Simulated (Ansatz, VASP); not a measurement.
**Re: VASP beside Ansatz**

```
Re
1.0
     0.00000    1.92587    1.92587
     1.92587    0.00000    1.92587
     1.92587    1.92587    0.00000
Re
1
Cartesian
  0.0000 0.0000 0.0000
```

Alike in both runs: task single point; functional PBE; k mesh 10 × 10 × 10; occupations gaussian, width 0.15 eV; no spin polarisation.

|  | VASP | Ansatz |
| --- | --- | --- |
| version | VASP 6.6.1 | Ansatz 0.2.0 |
| potentials or method | VASP PAW PBE potentials, release 64 (Re), cutoff 520 eV | scalar-relativistic, plane waves, PAW |
| valence electrons in the cell | 7 | 15 |

|  | VASP | Ansatz | Ansatz less VASP |
| --- | --- | --- | --- |
| gap on the k mesh at the Fermi level (eV) | none | none | - |
| pressure (GPa) | 19.5 | 19.7 | +0.22 |

A gap of «none» marks a metal or a gap that the smearing closes. VASP's potentials hold 7 valence electrons a cell and Ansatz's 15, so a difference there can come from the potentials and not from the codes.

Spin-orbit coupling is off throughout.
